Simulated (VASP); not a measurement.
# GeF5 (P6/mmm) in VASP: further runs

Runs on GeF5. Level: PBE. Tasks: single point.

All numbers are computed with VASP 6.6.1; they aren't measurements. Logs are shortened: lines on timing, memory, paths and dates and some standing lists are left out, and cuts for length are marked.

### 1 The cell of the first run

Symmetry: P6/mmm, No. 191, hexagonal system. Conventional cell: a = 4.855 Å, b = 4.855 Å, c = 3.951 Å, α = 90.00°, β = 90.00°, γ = 120.00°. Within 3.7 Å of Ge (site symmetry 6/mmm) lie 18 F at 2.80 to 3.13 Å. Within 3.2 Å of F (site symmetry mmm) lie 8 F at 2.42 to 2.43 Å and 4 Ge at 3.13 Å. F (site symmetry -6m2) has 9 F at 2.42 to 2.80 Å and 3 Ge at 2.80 Å within 3.2 Å.

### 2 Single point, PBE

The input, INCAR:

```
PREC     = Accurate       # precision mode
ENCUT    = 520            # plane-wave cutoff, eV
EDIFF    = 1E-6           # SCF threshold, eV
ISMEAR   = 0              # smearing method
SIGMA    = 0.1            # smearing width, eV
LREAL    = F              # projectors in reciprocal space
LASPH    = T              # aspherical terms in the spheres
NELM     = 60             # most SCF steps
ALGO     = Normal         # electronic algorithm
ISIF     = 2              # what is computed and relaxed
LWAVE    = F              # write WAVECAR
LCHARG   = F              # write CHGCAR
GGA      = PE             # functional
NBANDS   = 34             # bands
```

The input, KPOINTS:

```
regular mesh
0
Gamma
  6 6 4
```

The input, POSCAR:

```
GeF5
1.0
    4.8554545000      0.0000000000      0.0000000000
   -2.4277272500      4.2049469500      0.0000000000
    0.0000000000      0.0000000000      3.9510317800
Ge F
1 5
Direct
    0.0000000000      0.0000000000      0.0000000000
    0.0000000000      0.5000000000      0.5000000000
    0.3333333300      0.6666666700      0.0000000000
    0.6666666700      0.3333333300      0.0000000000
    0.5000000000      0.0000000000      0.5000000000
    0.5000000000      0.5000000000      0.5000000000
```

Potentials or basis: VASP PAW PBE potentials, release 64 (Ge_d, F).

Command:

```
$ cat potpaw_PBE.64/Ge_d/POTCAR potpaw_PBE.64/F/POTCAR > POTCAR
$ mpirun -np 1 vasp_std > vasp.out
```

OUTCAR:

```text
PREC = Accurate
   ENCUT = 520
   EDIFF = 1E-6
   ISMEAR = 0
   LREAL = F
   LASPH = T
   NELM = 60
   ISIF = 2
   GGA = PE

 ion  position               nearest neighbor table
   1  0.000  0.000  0.000-
   2  0.000  0.500  0.500-
   3  0.333  0.667  0.000-
   4  0.667  0.333  0.000-
   5  0.500  0.000  0.500-
   6  0.500  0.500  0.500-

  LATTYP: Found a hexagonal cell.
 ALAT       =     4.8554545000
 C/A-ratio  =     0.8137305746

  Lattice vectors:

 A1 = (   4.8554545000,   0.0000000000,   0.0000000000)
 A2 = (  -2.4277272500,   4.2049469500,   0.0000000000)
 A3 = (   0.0000000000,   0.0000000000,   3.9510317800)

Analysis of symmetry for initial positions (statically):
=====================================================================
 Subroutine PRICEL returns:
 Original cell was already a primitive cell.

 Routine SETGRP: Setting up the symmetry group for a
 hexagonal supercell.

 Subroutine GETGRP returns: Found 24 space group operations
 (whereof 24 operations were pure point group operations)
 out of a pool of 24 trial point group operations.

The static configuration has the point symmetry D_6h.

Analysis of symmetry for dynamics (positions and initial velocities):
=====================================================================
 Subroutine PRICEL returns:
 Original cell was already a primitive cell.

 Routine SETGRP: Setting up the symmetry group for a
 hexagonal supercell.

 Subroutine GETGRP returns: Found 24 space group operations
 (whereof 24 operations were pure point group operations)
 out of a pool of 24 trial point group operations.

The dynamic configuration has the point symmetry D_6h.

 Subroutine INISYM returns: Found 24 space group operations
 (whereof 24 operations are pure point group operations),
 and found     1 'primitive' translations

----------------------------------------------------------------------------------------

                                     Primitive cell

  volume of cell :      80.6679

  direct lattice vectors                    reciprocal lattice vectors
     4.855454500  0.000000000  0.000000000     0.205953943  0.118907564  0.000000000
    -2.427727250  4.204946950  0.000000000     0.000000000  0.237815129  0.000000000
     0.000000000  0.000000000  3.951031780     0.000000000  0.000000000  0.253098445

  length of vectors
     4.855454500  4.855454505  3.951031780     0.237815129  0.237815129  0.253098445

  position of ions in fractional coordinates (direct lattice)
     0.000000000  0.000000000  0.000000000
     1.000000000  0.500000000  0.500000000
     0.333333330  0.666666670  0.000000000
     0.666666670  0.333333330  0.000000000
     0.500000000  0.000000000  0.500000000
     0.500000000  0.500000000  0.500000000

  ion indices of the primitive-cell ions
   primitive index   ion index
                 1           1
                 2           2
                 3           3
                 4           4
                 5           5
                 6           6

----------------------------------------------------------------------------------------

 KPOINTS: regular mesh

Automatic generation of k-mesh.
 Grid dimensions read from file:
 generate k-points for:    6    6    4

 Generating k-lattice:

  Cartesian coordinates                     Fractional coordinates (reciprocal lattice)
     0.034325657  0.019817927  0.000000000     0.166666667 -0.000000000  0.000000000
     0.000000000  0.039635855  0.000000000     0.000000000  0.166666667  0.000000000
     0.000000000  0.000000000  0.063274611     0.000000000  0.000000000  0.250000000

  Length of vectors
     0.039635855  0.039635855  0.063274611

  Shift w.r.t. Gamma in fractional coordinates (k-lattice)
     0.000000000  0.000000000  0.000000000

 Subroutine IBZKPT returns following result:
 ===========================================

 Found     21 irreducible k-points:

 Following reciprocal coordinates:
            Coordinates               Weight
  0.000000  0.000000  0.000000      1.000000
  0.166667  0.000000  0.000000      6.000000
  0.333333  0.000000  0.000000      6.000000
  0.500000  0.000000  0.000000      3.000000
  0.166667  0.166667  0.000000      6.000000
  0.333333  0.166667  0.000000     12.000000
[... 13 lines left out ...]
  0.333333  0.166667  0.500000     12.000000
  0.333333  0.333333  0.500000      2.000000
   k-points           NKPTS =     21   k-points in BZ     NKDIM =     21   number of bands    NBANDS=     34
   number of dos      NEDOS =    301   number of ions     NIONS =      6
   total plane-waves  NPLWV =  38880
   dimension x,y,z NGX =    36 NGY =   36 NGZ =   30
   dimension x,y,z NGXF=    72 NGYF=   72 NGZF=   60
   ions per type =               1   5
   NGX,Y,Z   is equivalent  to a cutoff of  12.33, 12.33, 12.62 a.u.
   NGXF,Y,Z  is equivalent  to a cutoff of  24.65, 24.65, 25.25 a.u.
 SYSTEM =  unknown system
   PREC   = accura    normal or accurate (medium, high low for compatibility)
   ISTART =      0    job   : 0-new  1-cont  2-samecut
   ICHARG =      2    charge: 1-file 2-atom 10-const
   ISPIN  =      1    spin polarized calculation?
   LNONCOLLINEAR =      F non collinear calculations
   LSORBIT =      F    spin-orbit coupling
   LASPH  =      T    aspherical Exc in radial PAW
   ENCUT  =  520.0 eV  38.22 Ry    6.18 a.u.   9.03  9.03  7.35*2*pi/ulx,y,z
   NELM   =     60;   NELMIN=  2; NELMDL= -5     # of ELM steps
   EDIFF  = 0.1E-05   stopping-criterion for ELM
   LREAL  =      F    real-space projection
   EDIFFG = 0.1E-04   stopping-criterion for IOM
   NSW    =      0    number of steps for IOM
   IBRION =     -1    ionic relax: 0-MD 1-quasi-New 2-CG
   NFREE  =      0    steps in history (QN), initial steepest desc. (CG)
   ISIF   =      2    stress and relaxation
   ISYM   =      2    0-nonsym 1-usesym 2-fastsym
   POTIM  = 0.5000    time-step for ionic-motion
   TEBEG  =    0.0;   TEEND  =   0.0 temperature during run
   PSTRESS=    0.0 pullay stress
   NELECT =      49.0000    total number of electrons
   NUPDOWN=      -1.0000    fix difference up-down
   EMIN   =  10.00;   EMAX   =-10.00  energy-range for DOS
   EFERMI =   0.00;   METHOD = LEGACY
   ISMEAR =     0;   SIGMA  =   0.10  broadening in eV -4-tet -1-fermi 0-gaus
   EFERMI_NEDOS =   21; number of points for ismear=-14 and -15
   IALGO  =     38    algorithm
   IMIX   =      4    mixing-type and parameters
     AMIX     =   0.40;   BMIX     =  1.00
     AMIX_MAG =   1.60;   BMIX_MAG =  1.00
  volume/ion in A,a.u.               =      13.44        90.73
  Fermi-wavevector in a.u.,A,eV,Ry     =   1.386457  2.620025 26.153993  1.922264
  Thomas-Fermi vector in A             =   2.510771
   LORBIT       =      0    0 simple, 1 ext, 2 COOP (PROOUT), +10 PAW based schemes
   GGA     = PE    functional components
   LHFCALC =     F    Hartree Fock is set to
   AEXX    =    0.0000 exact exchange contribution
   IVDW    =     0    specifies the selected vdW correction
   LEPSILON=     F    determine dielectric tensor
   LRPA    =     F    only Hartree local field effects (RPA)
 non-spin polarized calculation
 Gauss-broadening in eV      SIGMA  =   0.10
  energy-cutoff  :      520.00
  volume of cell :       80.67
 maximum number of plane-waves:      2202
   NGX = 19   NGY = 19   NGZ = 15

 number of electron      49.0000042 magnetization

 Free energy of the ion-electron system (eV)
  ---------------------------------------------------
  ext. energy  EPLUGINS =         0.00000000
  ---------------------------------------------------
  free energy    TOTEN  =       -14.41029579 eV

  energy without entropy =      -14.33371945  energy(sigma->0) =      -14.37200762

 E-fermi :  -1.2375     XC(G=0):  -9.6309

 val. band max:       -1.2425050447   @ k =   0.5000   0.0000   0.5000
 cond. band min:      -1.2372802085   @ k =   0.1667   0.1667   0.2500
 fundamental gap:      0.0052248361
 Fermi energy:        -1.2375002485

 k-point     1 :       0.0000    0.0000    0.0000
  band No.  band energies     occupation
      1     -26.3349      2.00000
      2     -26.3131      2.00000
      3     -26.3131      2.00000
      4     -26.2662      2.00000
      5     -26.2662      2.00000
      6     -22.4271      2.00000
[... 26 lines left out ...]
     33      13.5300      0.00000
     34      13.6401      0.00000

 k-point     2 :       0.1667    0.0000    0.0000
  band No.  band energies     occupation
      1     -26.3348      2.00000
      2     -26.3131      2.00000
      3     -26.3131      2.00000
      4     -26.2664      2.00000
      5     -26.2661      2.00000
      6     -22.3718      2.00000
[... 26 lines left out ...]
     33      13.7043      0.00000
     34      13.7155      0.00000

 k-point     3 :       0.3333    0.0000    0.0000
  band No.  band energies     occupation
      1     -26.3344      2.00000
      2     -26.3132      2.00000
      3     -26.3131      2.00000
      4     -26.2669      2.00000
      5     -26.2658      2.00000
      6     -22.2245      2.00000
[... 26 lines left out ...]
     33      14.2377      0.00000
     34      14.2445      0.00000
[... 593 lines left out ...]
 k-point    20 :       0.3333    0.1667    0.5000
  band No.  band energies     occupation
      1     -26.3302      2.00000
      2     -26.3146      2.00000
      3     -26.3143      2.00000
      4     -26.2667      2.00000
      5     -26.2658      2.00000
      6     -21.6434      2.00000
[... 26 lines left out ...]
     33      14.1630      0.00000
     34      16.1382      0.00000

 k-point    21 :       0.3333    0.3333    0.5000
  band No.  band energies     occupation
      1     -26.3301      2.00000
      2     -26.3145      2.00000
      3     -26.3145      2.00000
      4     -26.2663      2.00000
      5     -26.2663      2.00000
      6     -21.4978      2.00000
[... 26 lines left out ...]
     33      13.4314      0.00000
     34      16.5260      0.00000

------------------------ aborting loop because EDIFF is reached ----------------------------------------

  FORCE on cell =-STRESS in cart. coord.  units (eV):
  Direction    XX          YY          ZZ          XY          YZ          ZX
  --------------------------------------------------------------------------------------
  -------------------------------------------------------------------------------------
  Total       -6.0139237     -6.0139237      1.7809935      0.0000000      0.0000000      0.0000000
  in kB     -119.4448869   -119.4448873     35.3730074      0.0000000      0.0000000      0.0000000
  external PRESSURE =     -67.8389223 kB  Pullay stress =       0.0000000 kB

 VOLUME and BASIS-vectors are now :
 -----------------------------------------------------------------------------
  energy-cutoff  :      520.00
  volume of cell :       80.67
      direct lattice vectors                 reciprocal lattice vectors
     4.855454500  0.000000000  0.000000000     0.205953943  0.118907564  0.000000000
    -2.427727250  4.204946950  0.000000000     0.000000000  0.237815129  0.000000000
     0.000000000  0.000000000  3.951031780     0.000000000  0.000000000  0.253098445

 POSITION                                       TOTAL-FORCE (eV/Angst)
 -----------------------------------------------------------------------------------
      0.00000      0.00000      0.00000        -0.000000      0.000000      0.000000
     -1.21386      2.10247      1.97552        -0.000000      0.000000      0.000000
     -0.00000      2.80330      0.00000        -0.000000      0.000000      0.000000
      2.42773      1.40165      0.00000         0.000000     -0.000000     -0.000000
      2.42773      0.00000      1.97552        -0.000000      0.000000      0.000000
      1.21386      2.10247      1.97552        -0.000000      0.000000      0.000000
 -----------------------------------------------------------------------------------
    total drift:                               -0.000000      0.000000      0.000000

  FREE ENERGIE OF THE ION-ELECTRON SYSTEM (eV)
  ---------------------------------------------------
  free  energy   TOTEN  =       -14.4102957872 eV

  energy  without entropy=      -14.3337194455  energy(sigma->0) =      -14.37200762
```

Wall time 49 s (1 thread of Oxide Virtual Turin-like, shared host); peak memory 0.17 GiB.

What came out:

```
Free energy : -14.4103 eV
Pressure    : -6.8 GPa
```

Stress tensor (GPa, compression positive):
```
-11.94   0.00   0.00
  0.00 -11.94   0.00
  0.00   0.00   3.54
```

Caveat: the k points lie up to 0.40 Å⁻¹ apart; an odd number of electrons without spin polarisation forces a metal; a magnetic or distorted state may lie lower.

### 3 Single point, PBE

This run uses another cell than the first one, of 13.65 Å³/atom, 1.015 times its volume.

The input, INCAR:

```
  PREC = Accurate
  ENCUT = 520
  EDIFF = 1E-6
  ISMEAR = 0
  SIGMA = 0.1
  LREAL = F
  LASPH = T
  NELM = 100
  ALGO = Normal
  ISIF = 2
  LWAVE = F
  LCHARG = F
  GGA = PE
  NBANDS = 34
```

The input, KPOINTS:

```
Automatic mesh
0
Gamma
  6 6 4
```

The input, POSCAR:

```
GeF5
1.0
    4.0057325373      0.0000000000      0.0000000000
   -2.0028662686      3.4690661380      0.0000000000
    0.0000000000      0.0000000000      5.8941547236
Ge F
1 5
Direct
    0.0000000000      0.0000000000      0.0000000000
    0.0000000000      0.5000000000      0.5000000000
    0.3333333333      0.6666666667      0.0000000000
    0.6666666667      0.3333333333      0.0000000000
    0.5000000000      0.0000000000      0.5000000000
    0.5000000000      0.5000000000      0.5000000000
```

Potentials or basis: VASP PAW PBE potentials, release 64 (Ge_d, F).

Command:

```
$ cat potpaw_PBE.64/Ge_d/POTCAR potpaw_PBE.64/F/POTCAR > POTCAR
$ mpirun -np 1 vasp_std > vasp.out
```

It took 46 s on 1 thread of Oxide Virtual Turin-like, shared host; peak memory 0.18 GiB.

Results (log left out):

```yaml
Free_energy: -17.1860 eV
Pressure: -0.3 GPa
```

Stress tensor (GPa, compression positive):
```
-0.31  0.00  0.00
 0.00 -0.31  0.00
 0.00  0.00 -0.19
```

Levels at points of the mesh, in eV from the Fermi level:
```csv
k point,band 21,band 22,band 23,band 24,band 25,band 26,band 27,band 28
"(0.00, 0.00, 0.00)",-1.33,-1.33,-1.16,0.27,0.81,0.81,4.30,7.24
"(0.50, 0.00, 0.00)",-1.77,-1.42,-1.38,-0.90,0.02,0.69,3.55,5.78
"(0.00, 0.00, 0.50)",-1.31,-1.31,-1.15,0.27,0.81,0.81,3.88,7.21
"(0.50, 0.00, 0.50)",-1.78,-1.68,-1.35,-0.90,0.01,0.69,3.52,5.95
```

Caveat: an odd number of electrons without spin polarisation forces a metal; a magnetic or distorted state may lie lower.

[end of part 1 of 2]
